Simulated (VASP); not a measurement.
# PtS2 in VASP: a series of runs, part 2 of 2

VASP 6.6.1. Earlier steps stand in the parts before.

**3. Single point, PBE+D3(BJ) (layers slid over each other)**

INCAR

```
SYSTEM = PtS2
  PREC = Accurate
  ENCUT = 520
  EDIFF = 1E-6
  ISMEAR = 0
  SIGMA = 0.05
  LREAL = .FALSE.
  LASPH = .TRUE.
  NELM = 100
  ALGO = Normal
  ISIF = 2
  LWAVE = .FALSE.
  LCHARG = .FALSE.
  LDIPOL = .TRUE.
  IDIPOL = 3
  DIPOL = 0.5 0.5 0.394
  GGA = PE
  IVDW = 12
  NBANDS = 31
```

KPOINTS

```
regular mesh
0
G
  9 9 1
  0 0 0
```

POSCAR

```
PtS2
1.0
    3.5415278079      0.0000000000      0.0000000000
   -1.7707639039      3.0670530498      0.0000000000
    0.0000000000      0.0000000000     22.4670615492
S Pt
4 2
Direct
    0.6666666667      0.3333333333      0.2002932155
    0.3333333333      0.6666666667      0.3108341854
    0.5000000000      0.6666666667      0.4773001022
    0.1666666667      1.0000000000      0.5878410722
    0.0000000000      0.0000000000      0.2555637004
   -0.1666666667      0.3333333333      0.5325705872
```

Potentials or basis: VASP PAW PBE potentials, release 64 (S, Pt).

Started as:

```
$ cat potpaw_PBE.64/S/POTCAR potpaw_PBE.64/Pt/POTCAR > POTCAR
$ mpirun -np 1 vasp_std > vasp.out
```

Run time: 12 min. Hardware: 1 thread of Intel Xeon 8259CL, shared host; peak memory 0.52 GiB.

The run converged. Its results:

* Free energy: -32.7424 eV
* Largest force: 0.044 eV/Å
* Band gap on the k mesh: 1.53 eV (least direct gap 1.62 eV)
* Dispersion energy per atom: -0.308 eV

Forces on the atoms (eV/Å):
```
S   -0.007  0.001  0.044
S   -0.015  0.001 -0.008
S    0.015 -0.001  0.008
S    0.007 -0.001 -0.044
Pt   0.008 -0.002  0.042
Pt  -0.008  0.002 -0.042
```

Levels at points of the mesh, in eV from the valence-band top:
```csv
k point,band 19,band 20,band 21,band 22,band 23,band 24,band 25,band 26
"(0.00, 0.00, 0.00)",-0.43,-0.43,-0.42,-0.41,3.03,3.04,3.07,3.08
```

Caveat: the cell differs from its parent crystal (layers slid over each other); spin-orbit coupling is left out, which moves the levels of the heavy elements.

**4. Single point, PBE+D3(BJ) (layers slid over each other)**

INCAR

```
SYSTEM = PtS2
PREC     = Accurate       ! precision mode
ENCUT    = 520            ! plane-wave cutoff, eV
EDIFF    = 1E-6           ! SCF threshold, eV
ISMEAR   = 0              ! smearing method
SIGMA    = 0.05           ! smearing width, eV
LREAL    = .False.        ! projectors in reciprocal space
LASPH    = .True.         ! aspherical terms in the spheres
NELM     = 60             ! most SCF steps
ALGO     = Normal         ! electronic algorithm
ISIF     = 2              ! what is computed and relaxed
LWAVE    = .False.        ! write WAVECAR
LCHARG   = .True.         ! write CHGCAR
LDIPOL   = .True.       
IDIPOL   = 3            
DIPOL    = 0.5 0.5 0.416
GGA      = PE             ! functional
IVDW     = 12             ! dispersion correction
LELF     = .True.         ! ELF
LVHAR    = .True.       
LVACPOTAV= .True.       
NBANDS   = 31             ! bands
```

KPOINTS

```
regular mesh
0
Gamma
  9 9 1
  0 0 0
```

POSCAR

```
PtS2
1.0
    3.5415278079      0.0000000000      0.0000000000
   -1.7707639039      3.0670530498      0.0000000000
    0.0000000000      0.0000000000     22.4670615492
S Pt
4 2
Direct
    0.6666666667      0.3333333333      0.2002932155
    0.3333333333      0.6666666667      0.3108341854
    0.5000000000      0.6666666667      0.5218097057
    0.1666666667      1.0000000000      0.6323506756
    0.0000000000      0.0000000000      0.2555637004
   -0.1666666667      0.3333333333      0.5770801906
```

Started as:

```
$ cat potpaw_PBE.64/S/POTCAR potpaw_PBE.64/Pt/POTCAR > POTCAR
$ mpirun -np 1 vasp_std > vasp.out
```

Wall time 14 min (1 thread of Intel Xeon 8259CL, shared host); peak memory 0.51 GiB.

Results (log left out):

* Free energy: -32.6615 eV
* Largest force: 0.043 eV/Å
* Band gap on the k mesh: 1.76 eV (least direct gap 1.83 eV)
* Dispersion energy per atom: -0.292 eV

Forces on the atoms (eV/Å):
```
S    0.000  0.000  0.043
S    0.000  0.000 -0.002
S    0.000  0.000  0.002
S    0.000  0.000 -0.043
Pt   0.000  0.000  0.022
Pt   0.000  0.000 -0.022
```

Levels at points of the mesh, in eV from the valence-band top:
```
           k point  band 20  band 21  band 22  band 23  band 24  band 25
(0.00, 0.00, 0.00)    -0.24    -0.24    -0.24     3.24     3.24     3.24
```

Caveat: the cell differs from its parent crystal (layers slid over each other); spin-orbit coupling is left out, which moves the levels of the heavy elements.

**5. Single point, PBE+D3(BJ) (layers slid over each other)**

INCAR

```
PREC = Accurate
ENCUT = 520
EDIFF = 1E-7
ISMEAR = 0
SIGMA = 0.05
LREAL = F
LASPH = T
NELM = 100
ALGO = Normal
ISIF = 2
LWAVE = F
LCHARG = F
LDIPOL = T
IDIPOL = 3
DIPOL = 0.5 0.5 0.376
GGA = PE
IVDW = 12
NBANDS = 31
```

KPOINTS

```
Automatic mesh
0
Gamma
  9 9 1
```

POSCAR

```
PtS2
1.0
    3.5415278079      0.0000000000      0.0000000000
   -1.7707639039      3.0670530498      0.0000000000
    0.0000000000      0.0000000000     22.4670615492
S Pt
4 2
Direct
    0.6666666667      0.3333333333      0.2002932155
    0.3333333333      0.6666666667      0.3108341854
    0.5000000000      0.6666666667      0.4416924195
    0.1666666667      1.0000000000      0.5522333894
    0.0000000000      0.0000000000      0.2555637004
   -0.1666666667      0.3333333333      0.4969629044
```

Started as:

```
$ cat potpaw_PBE.64/S/POTCAR potpaw_PBE.64/Pt/POTCAR > POTCAR
$ mpirun -np 1 vasp_std > vasp.out
```

Run time: 16 min. Hardware: 1 thread of Intel Xeon 8259CL, shared host; peak memory 0.51 GiB.

The run converged. Its results:

| Property | Result |
| --- | --- |
| Free energy | -32.6885 eV |
| Largest force | 0.454 eV/Å |
| Band gap on the k mesh | 0.90 eV (least direct gap 1.07 eV) |
| Dispersion energy per atom | -0.331 eV |

Forces in eV/Å, atoms in the order of the input:
```
S   -0.072  0.008  0.030
S   -0.189  0.019 -0.412
S    0.189 -0.019  0.412
S    0.072 -0.008 -0.030
Pt   0.085 -0.019 -0.004
Pt  -0.085  0.019  0.004
```

Levels at points of the mesh, in eV from the valence-band top:
| k point | band 18 | band 19 | band 20 | band 21 | band 22 | band 23 | band 24 | band 25 | band 26 | band 27 |
| --- | --- | --- | --- | --- | --- | --- | --- | --- | --- | --- |
| (0.00, 0.00, 0.00) | -1.05 | -1.04 | -0.93 | -0.91 | -0.41 | 2.40 | 2.44 | 2.56 | 2.61 | 4.77 |

Caveat: the cell differs from its parent crystal (layers slid over each other); spin-orbit coupling is left out, which moves the levels of the heavy elements.

**6. Single point, PBE+D3(BJ) (layers slid over each other)**

INCAR

```
SYSTEM = PtS2
PREC = Accurate
ENCUT = 520
EDIFF = 1E-6
ISMEAR = 0
SIGMA = 0.05
LREAL = .FALSE.
LASPH = .TRUE.
NELM = 60
ALGO = Normal
ISIF = 2
LWAVE = .FALSE.
LCHARG = .FALSE.
LDIPOL = .TRUE.
IDIPOL = 3
DIPOL = 0.5 0.5 0.388
GGA = PE
IVDW = 12
NBANDS = 31
```

KPOINTS

```
regular mesh
0
G
  9 9 1
  0 0 0
```

POSCAR

```
PtS2
1.0
    3.5415278079      0.0000000000      0.0000000000
   -1.7707639039      3.0670530498      0.0000000000
    0.0000000000      0.0000000000     22.4670615492
S Pt
4 2
Direct
    0.6666666667      0.3333333333      0.2002932155
    0.3333333333      0.6666666667      0.3108341854
    0.5000000000      0.6666666667      0.4648374133
    0.1666666667      1.0000000000      0.5753783832
    0.0000000000      0.0000000000      0.2555637004
   -0.1666666667      0.3333333333      0.5201078982
```

Potentials or basis: VASP PAW PBE potentials, release 64 (S, Pt).

Started as:

```
$ cat potpaw_PBE.64/S/POTCAR potpaw_PBE.64/Pt/POTCAR > POTCAR
$ mpirun -np 1 vasp_std > vasp.out
```

Run time: 12 min. Hardware: 1 thread of Intel Xeon 8259CL, shared host; peak memory 0.53 GiB.

Results (log left out):

```yaml
Free_energy: -32.7579 eV
Largest_force: 0.071 eV/Å
Band_gap_on_the_k_mesh: 1.38 eV (least direct gap 1.49 eV)
Dispersion_energy_per_atom: -0.314 eV
```

Forces on the atoms (eV/Å):
```
S   -0.015  0.001  0.042
S   -0.037  0.003 -0.060
S    0.037 -0.003  0.060
S    0.015 -0.001 -0.042
Pt   0.018 -0.004  0.042
Pt  -0.018  0.004 -0.042
```

Levels at points of the mesh, in eV from the valence-band top:
```
           k point  band 18  band 19  band 20  band 21  band 22  band 23  band 24  band 25  band 26  band 27
(0.00, 0.00, 0.00)    -0.58    -0.57    -0.54    -0.53    -0.49     2.89     2.90     2.95     2.96     5.16
```

Caveat: the cell differs from its parent crystal (layers slid over each other); spin-orbit coupling is left out, which moves the levels of the heavy elements.

**7. Single point, PBE+D3(BJ) (layers slid over each other)**

INCAR: that of step 6 with these lines changed.

```diff
@@ -8,3 +8,3 @@
 LASPH = .TRUE.
-NELM = 60
+NELM = 100
 ALGO = Normal
@@ -15,3 +15,3 @@
 IDIPOL = 3
-DIPOL = 0.5 0.5 0.388
+DIPOL = 0.5 0.5 0.403
 GGA = PE
```

KPOINTS is that of step 6.

POSCAR

```
PtS2
1.0
    3.5415278079      0.0000000000      0.0000000000
   -1.7707639039      3.0670530498      0.0000000000
    0.0000000000      0.0000000000     22.4670615492
S Pt
4 2
Direct
    0.6666666667      0.3333333333      0.2002932155
    0.3333333333      0.6666666667      0.3108341854
    0.5000000000      0.6666666667      0.4951039436
    0.1666666667      1.0000000000      0.6056449135
    0.0000000000      0.0000000000      0.2555637004
   -0.1666666667      0.3333333333      0.5503744286
```

Started as:

```
$ cat potpaw_PBE.64/S/POTCAR potpaw_PBE.64/Pt/POTCAR > POTCAR
$ mpirun -np 1 vasp_std > vasp.out
```

Wall time 14 min (1 thread of Intel Xeon 8259CL, shared host); peak memory 0.52 GiB.

Results (log left out):

| Quantity | Value |
| --- | --- |
| Free energy | -32.7077 eV |
| Largest force | 0.044 eV/Å |
| Band gap on the k mesh | 1.67 eV (least direct gap 1.74 eV) |
| Dispersion energy per atom | -0.300 eV |

Forces in eV/Å, atoms in the order of the input:
```
S   -0.002  0.000  0.044
S   -0.003  0.000  0.009
S    0.003  0.000 -0.009
S    0.002  0.000 -0.044
Pt   0.002 -0.001  0.034
Pt  -0.002  0.001 -0.034
```

Levels at points of the mesh, in eV from the valence-band top:
```tsv
k point	band 18	band 19	band 20	band 21	band 22	band 23	band 24	band 25	band 26	band 27
(0.00, 0.00, 0.00)	-0.56	-0.32	-0.31	-0.31	-0.31	3.16	3.16	3.17	3.18	5.34
```

Caveat: the cell differs from its parent crystal (layers slid over each other); spin-orbit coupling is left out, which moves the levels of the heavy elements.

**8. Overview**

```tsv
cell	gap on the mesh (eV)	largest force (eV/Å)
as given, atomic positions A	1.19	0.19
as given, atomic positions B	1.53	0.04
as given, atomic positions C	1.76	0.04
as given, atomic positions D	0.90	0.45
as given, atomic positions E	1.38	0.07
as given, atomic positions F	1.67	0.04
```

Alike in all rows: task single point; level PBE+D3(BJ); potentials or basis VASP PAW PBE potentials, release 64 (S, Pt); no spin polarisation; k mesh 9 × 9 × 1; cutoff (eV) 520; smearing gaussian 0.05 eV.

Caveats: spin-orbit coupling is left out, which moves the levels of the heavy elements.

Total energies depend on the potentials used, so only differences within one code and one set of settings carry meaning.
